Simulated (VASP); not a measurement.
# Zr3S2 in VASP: single point with PBE

Aim: the single point of Zr3S2 with PBE.

All numbers are computed with VASP 6.6.1; they aren't measurements. Logs are shortened: lines on timing, memory, paths and dates and some standing lists are left out, and cuts for length are marked.

### 1 The cell of the first run

The typed cell holds 5 atoms: a = 4.827 Å, b = 4.827 Å, c = 4.827 Å, α = 73.70°, β = 73.70°, γ = 73.70°.

### 2 Single point, PBE

INCAR reads:

```
  PREC = Accurate
  ENCUT = 520
  EDIFF = 1E-7
  ISMEAR = 0
  SIGMA = 0.15
  LREAL = F
  LASPH = T
  NELM = 80
  ALGO = Normal
  ISIF = 2
  LWAVE = F
  LCHARG = F
  GGA = PE
  NBANDS = 32
```

KPOINTS reads:

```
Automatic mesh
0
Gamma
  6 6 6
```

POSCAR reads:

```
Zr3S2
1.0
    2.8946028009      1.6709726017      3.4820125563
   -2.8946081874      1.6710328785      3.4819614377
    0.0000488505     -3.3422764776      3.4821710210
Zr S
3 2
Direct
    0.1618899909      0.8381140640      0.5000071831
    0.4999850247      0.1618731347      0.8381228531
    0.8381324352      0.5000097643      0.1618668236
    0.3348760814      0.3348854407      0.3348877645
    0.6651164678      0.6651175963      0.6651153756
```

Potentials or basis: VASP PAW PBE potentials, release 64 (Zr_sv, S).

On the command line:

```sh
$ cat potpaw_PBE.64/Zr_sv/POTCAR potpaw_PBE.64/S/POTCAR > POTCAR
$ mpirun -np 1 vasp_std > vasp.out
```

OUTCAR:

```text
PREC = Accurate
   ENCUT = 520
   EDIFF = 1E-7
   ISMEAR = 0
   LREAL = F
   LASPH = T
   NELM = 80
   ISIF = 2
   GGA = PE

 ion  position               nearest neighbor table
   1  0.162  0.838  0.500-   4 2.60   5 2.60   5 2.61   4 2.61   3 3.32   2 3.32   2 3.32   3 3.32
                             2 3.39   3 3.39   2 3.48   3 3.48
   2  0.500  0.162  0.838-   5 2.60   4 2.60   5 2.61   4 2.61   1 3.32   3 3.32   3 3.32   1 3.32
                             3 3.39   1 3.39   1 3.48   3 3.48
   3  0.838  0.500  0.162-   4 2.60   5 2.60   4 2.61   5 2.61   1 3.32   2 3.32   2 3.32   1 3.32
                             2 3.39   1 3.39   1 3.48   2 3.48
   4  0.335  0.335  0.335-   1 2.60   3 2.60   2 2.60   1 2.61   3 2.61   2 2.61
   5  0.665  0.665  0.665-   1 2.60   2 2.60   3 2.60   2 2.61   1 2.61   3 2.61

  LATTYP: Found a base centered monoclinic cell.
 ALAT       =     7.7243727525
 B/A-ratio  =     0.7494732808
 C/A-ratio  =     1.8744530780
 COS(beta)  =    -0.9500275571

  Lattice vectors:

 A1 = (   2.8946028009,   1.6709726017,   3.4820125563)
 A2 = (  -2.8946081874,   1.6710328785,   3.4819614377)
 A3 = (   0.0000596235, -10.0262874380, -10.4457769670)

Analysis of symmetry for initial positions (statically):
=====================================================================
 Subroutine PRICEL returns:
 Original cell was already a primitive cell.

 Routine SETGRP: Setting up the symmetry group for a
 base centered monoclinic supercell.

 Subroutine GETGRP returns: Found  1 space group operations
 (whereof  1 operations were pure point group operations)
 out of a pool of  4 trial point group operations.

The static configuration has the point symmetry C_1 .

Analysis of symmetry for dynamics (positions and initial velocities):
=====================================================================
 Subroutine PRICEL returns:
 Original cell was already a primitive cell.

 Routine SETGRP: Setting up the symmetry group for a
 base centered monoclinic supercell.

 Subroutine GETGRP returns: Found  1 space group operations
 (whereof  1 operations were pure point group operations)
 out of a pool of  4 trial point group operations.

The dynamic configuration has the point symmetry C_1 .

 Subroutine INISYM returns: Found  1 space group operations
 (whereof  1 operations are pure point group operations),
 and found     1 'primitive' translations

----------------------------------------------------------------------------------------

                                     Primitive cell

  volume of cell :     101.0592

  direct lattice vectors                    reciprocal lattice vectors
     2.894602801  1.670972602  3.482012556     0.172735304  0.099740409  0.095730963
    -2.894608187  1.671032878  3.481961438    -0.172734917  0.099736857  0.095732400
     0.000048851 -3.342276478  3.482171021    -0.000002922 -0.199466725  0.095723920

  length of vectors
     4.826519062  4.826506282  4.826626884     0.221246586  0.221245305  0.221246566

  position of ions in fractional coordinates (direct lattice)
     0.161889991  0.838114064  0.500007183
     0.499985025  0.161873135  0.838122853
     0.838132435  0.500009764  0.161866824
     0.334876081  0.334885441  0.334887765
     0.665116468  0.665117596  0.665115376

  ion indices of the primitive-cell ions
   primitive index   ion index
                 1           1
                 2           2
                 3           3
                 4           4
                 5           5

----------------------------------------------------------------------------------------

 KPOINTS: Automatic mesh

Automatic generation of k-mesh.
 Grid dimensions read from file:
 generate k-points for:    6    6    6

 Generating k-lattice:

  Cartesian coordinates                     Fractional coordinates (reciprocal lattice)
     0.028789217  0.016623402  0.015955160     0.166666667 -0.000000000 -0.000000000
    -0.028789153  0.016622810  0.015955400    -0.000000000  0.166666667 -0.000000000
    -0.000000487 -0.033244454  0.015953987    -0.000000000 -0.000000000  0.166666667

  Length of vectors
     0.036874431  0.036874217  0.036874428

  Shift w.r.t. Gamma in fractional coordinates (k-lattice)
     0.000000000  0.000000000  0.000000000

 Subroutine IBZKPT returns following result:
 ===========================================

 Found    112 irreducible k-points:

 Following reciprocal coordinates:
            Coordinates               Weight
  0.000000  0.000000  0.000000      1.000000
  0.166667  0.000000  0.000000      2.000000
 -0.000000 -0.166667  0.000000      2.000000
  0.333333  0.000000  0.000000      2.000000
 -0.000000 -0.333333  0.000000      2.000000
  0.500000  0.000000  0.000000      1.000000
[... 16 lines left out ...]
  0.000000 -0.166667 -0.166667      2.000000
  0.333333 -0.000000  0.166667      2.000000
 [... further k-points ...]
   k-points           NKPTS =    112   k-points in BZ     NKDIM =    112   number of bands    NBANDS=     32
   number of dos      NEDOS =    301   number of ions     NIONS =      5
   total plane-waves  NPLWV =  46656
   dimension x,y,z NGX =    36 NGY =   36 NGZ =   36
   dimension x,y,z NGXF=    72 NGYF=   72 NGZF=   72
   ions per type =               3   2
   NGX,Y,Z   is equivalent  to a cutoff of  12.40, 12.40, 12.40 a.u.
   NGXF,Y,Z  is equivalent  to a cutoff of  24.80, 24.80, 24.80 a.u.
 SYSTEM =  unknown system
   PREC   = accura    normal or accurate (medium, high low for compatibility)
   ISTART =      0    job   : 0-new  1-cont  2-samecut
   ICHARG =      2    charge: 1-file 2-atom 10-const
   ISPIN  =      1    spin polarized calculation?
   LNONCOLLINEAR =      F non collinear calculations
   LSORBIT =      F    spin-orbit coupling
   LASPH  =      T    aspherical Exc in radial PAW
   ENCUT  =  520.0 eV  38.22 Ry    6.18 a.u.   8.97  8.97  8.97*2*pi/ulx,y,z
   NELM   =     80;   NELMIN=  2; NELMDL= -5     # of ELM steps
   EDIFF  = 0.1E-06   stopping-criterion for ELM
   LREAL  =      F    real-space projection
   EDIFFG = 0.1E-05   stopping-criterion for IOM
   NSW    =      0    number of steps for IOM
   IBRION =     -1    ionic relax: 0-MD 1-quasi-New 2-CG
   NFREE  =      0    steps in history (QN), initial steepest desc. (CG)
   ISIF   =      2    stress and relaxation
   ISYM   =      2    0-nonsym 1-usesym 2-fastsym
   POTIM  = 0.5000    time-step for ionic-motion
   TEBEG  =    0.0;   TEEND  =   0.0 temperature during run
   PSTRESS=    0.0 pullay stress
   NELECT =      48.0000    total number of electrons
   NUPDOWN=      -1.0000    fix difference up-down
   EMIN   =  10.00;   EMAX   =-10.00  energy-range for DOS
   EFERMI =   0.00;   METHOD = LEGACY
   ISMEAR =     0;   SIGMA  =   0.15  broadening in eV -4-tet -1-fermi 0-gaus
   EFERMI_NEDOS =   21; number of points for ismear=-14 and -15
   IALGO  =     38    algorithm
   IMIX   =      4    mixing-type and parameters
     AMIX     =   0.40;   BMIX     =  1.00
     AMIX_MAG =   1.60;   BMIX_MAG =  1.00
  volume/ion in A,a.u.               =      20.21       136.40
  Fermi-wavevector in a.u.,A,eV,Ry     =   1.277311  2.413767 22.198213  1.631523
  Thomas-Fermi vector in A             =   2.409917
   LORBIT       =      0    0 simple, 1 ext, 2 COOP (PROOUT), +10 PAW based schemes
   GGA     = PE    functional components
   LHFCALC =     F    Hartree Fock is set to
   AEXX    =    0.0000 exact exchange contribution
   IVDW    =     0    specifies the selected vdW correction
   LEPSILON=     F    determine dielectric tensor
   LRPA    =     F    only Hartree local field effects (RPA)
 non-spin polarized calculation
 Gauss-broadening in eV      SIGMA  =   0.15
  energy-cutoff  :      520.00
  volume of cell :      101.06
 maximum number of plane-waves:      2742
   NGX = 17   NGY = 17   NGZ = 17

 number of electron      47.9999999 magnetization

 Free energy of the ion-electron system (eV)
  ---------------------------------------------------
  ext. energy  EPLUGINS =         0.00000000
  ---------------------------------------------------
  free energy    TOTEN  =       -39.24503237 eV

  energy without entropy =      -39.21839170  energy(sigma->0) =      -39.23171204

 E-fermi :   8.9578     XC(G=0): -10.9425

 val. band max:        8.9348012474   @ k =  -0.0000  -0.1667   0.0000
 cond. band min:       8.9683276920   @ k =   0.1667   0.1667   0.5000
 fundamental gap:      0.0335264446
 Fermi energy:         8.9578032587

 k-point     1 :       0.0000    0.0000    0.0000
  band No.  band energies     occupation
      1     -40.1430      2.00000
      2     -40.0622      2.00000
      3     -40.0621      2.00000
      4     -18.3102      2.00000
      5     -18.3102      2.00000
      6     -18.3039      2.00000
[... 24 lines left out ...]
     31      12.2466      0.00000
     32      12.4716      0.00000

 k-point     2 :       0.1667    0.0000    0.0000
  band No.  band energies     occupation
      1     -40.1371      2.00000
      2     -40.0683      2.00000
      3     -40.0618      2.00000
      4     -18.3653      2.00000
      5     -18.3516      2.00000
      6     -18.3247      2.00000
[... 24 lines left out ...]
     31      12.3538      0.00000
     32      12.6009      0.00000

 k-point     3 :      -0.0000   -0.1667    0.0000
  band No.  band energies     occupation
      1     -40.1371      2.00000
      2     -40.0683      2.00000
      3     -40.0618      2.00000
      4     -18.3653      2.00000
      5     -18.3516      2.00000
      6     -18.3246      2.00000
[... 24 lines left out ...]
     31      12.3538      0.00000
     32      12.5912      0.00000

 k-point     4 :       0.3333    0.0000    0.0000
  band No.  band energies     occupation
      1     -40.1215      2.00000
      2     -40.0817      2.00000
      3     -40.0638      2.00000
      4     -18.3988      2.00000
      5     -18.3877      2.00000
      6     -18.3269      2.00000
[... 654 lines left out ...]
     31      12.4422      0.00000
     32      12.6908      0.00000

 k-point    23 :       0.0000   -0.1667   -0.1667
  band No.  band energies     occupation
      1     -40.1354      2.00000
      2     -40.0703      2.00000
      3     -40.0613      2.00000
      4     -18.3998      2.00000
      5     -18.3517      2.00000
      6     -18.3244      2.00000
[... 24 lines left out ...]
     31      12.4425      0.00000
     32      12.6175      0.00000

 k-point    24 :       0.3333   -0.0000    0.1667
  band No.  band energies     occupation
      1     -40.1232      2.00000
      2     -40.0786      2.00000
      3     -40.0649      2.00000
      4     -18.4257      2.00000
      5     -18.3679      2.00000
      6     -18.3532      2.00000
[... 24 lines left out ...]
     31      12.4603      0.00000
     32      12.6069      0.00000

 [... further k-points ...]
[... 5 lines left out ...]
  --------------------------------------------------------------------------------------
  -------------------------------------------------------------------------------------
  Total       -0.0199590     -0.0171272      0.0140091      0.0002891      0.0019438     -0.0001432
  in kB       -0.3164262     -0.2715315      0.2220988      0.0045837      0.0308162     -0.0022705
  external PRESSURE =      -0.1219530 kB  Pullay stress =       0.0000000 kB

 VOLUME and BASIS-vectors are now :
 -----------------------------------------------------------------------------
  energy-cutoff  :      520.00
  volume of cell :      101.06
      direct lattice vectors                 reciprocal lattice vectors
     2.894602801  1.670972602  3.482012556     0.172735304  0.099740409  0.095730963
    -2.894608187  1.671032878  3.481961438    -0.172734917  0.099736857  0.095732400
     0.000048851 -3.342276478  3.482171021    -0.000002922 -0.199466725  0.095723920

 POSITION                                       TOTAL-FORCE (eV/Angst)
 -----------------------------------------------------------------------------------
     -1.95738     -0.00013      5.22309        -0.002195      0.000002     -0.000227
      0.97874     -1.69528      5.22308         0.001058     -0.001911      0.000134
      0.97874      1.69503      5.22305         0.000963      0.001642      0.000042
     -0.00001     -0.00011      3.49824         0.000131      0.000235      0.002494
      0.00003     -0.00017      6.94790         0.000043      0.000032     -0.002443
 -----------------------------------------------------------------------------------
    total drift:                               -0.000001     -0.000001      0.000000

  FREE ENERGIE OF THE ION-ELECTRON SYSTEM (eV)
  ---------------------------------------------------
  free  energy   TOTEN  =       -39.2450323724 eV

  energy  without entropy=      -39.2183916997  energy(sigma->0) =      -39.23171204
```

Wall time 7.7 min (1 thread of Intel Xeon 6975P-C, shared host); peak memory 0.4 GiB.

Results:

* Free energy: -39.2450 eV
* Pressure: 0.0 GPa
* Band gap on the k mesh: zero (band 24 reaches 9.08 eV, above the bottom of band 25 at 8.83 eV)

Forces in eV/Å, atoms in the order of the input:
```
Zr  -0.002  0.000  0.000
Zr   0.001 -0.002  0.000
Zr   0.001  0.002  0.000
S    0.000  0.000  0.002
S    0.000  0.000 -0.002
```

Caveat: the cell differs from its parent crystal (all atoms moved at random, sigma 0.4 Å a component, cell strained at random, sigma 0.01, then relaxed in part).
